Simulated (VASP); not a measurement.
Wanted: the native input for a VASP 6.6.1 run.

- Task: relaxation of cell and atoms
- Functional: PBE
- Potentials or basis: VASP PAW PBE potentials, release 64 (Ti_sv, N)
- Cutoff: 600 eV
- k mesh: 15 × 15 × 15
- Occupations: fermi-dirac, width 0.1 eV
- Spin: no spin polarisation
- Dipole correction: no
- Further INCAR settings: ALGO = Normal; EDIFF = 1e-06; IBRION = 2; EDIFFG = -0.005; NSW = 60; ISIF = 3

The structure of TiN (rocksalt type) lies in POSCAR:

```
TiN
1.0
    0.0000000000      2.1544346900      2.1544346900
    2.1544346900      0.0000000000      2.1544346900
    2.1544346900      2.1544346900      0.0000000000
Ti N
1 1
Direct
    0.0000000000      0.0000000000      0.0000000000
    0.5000000000      0.5000000000      0.5000000000
```

These files were run (other wordings do the same):

INCAR

```
ALGO = Normal ; EDIFF = 1E-6
EDIFFG = -0.005 ; ENCUT = 600
GGA = PE ; IBRION = 2
ISIF = 3 ; ISMEAR = -1
LASPH = T ; LCHARG = F
LREAL = F ; LWAVE = F
NELM = 60 ; NSW = 60
PREC = Accurate ; SIGMA = 0.1
```

KPOINTS

```
k-points
0
Gamma
  15 15 15
```

Potentials or basis: VASP PAW PBE potentials, release 64 (Ti_sv, N).

Launch:

```bash
$ cat potpaw_PBE.64/Ti_sv/POTCAR potpaw_PBE.64/N/POTCAR > POTCAR
$ mpirun -np 1 vasp_std > vasp.out
```

Results of the run:

```
Relaxed volume                         : 9.59 Å³/atom
Relaxed cell                           : a = 3.004 Å, b = 3.004 Å, c = 3.004 Å, α = 60.00°, β = 60.00°, γ = 60.00°
Space group after relaxing (to 0.05 Å) : Fm-3m (No. 225)
Energy gained by relaxing              : 14.0 meV/atom
Ionic steps                            : 4
Pressure after relaxing                : 0.0 GPa
```

It took 2.8 min on 1 thread of AMD EPYC 7R43 64-Core Processor (Zen 3), with other jobs on the host, peak memory 0.14 GiB.
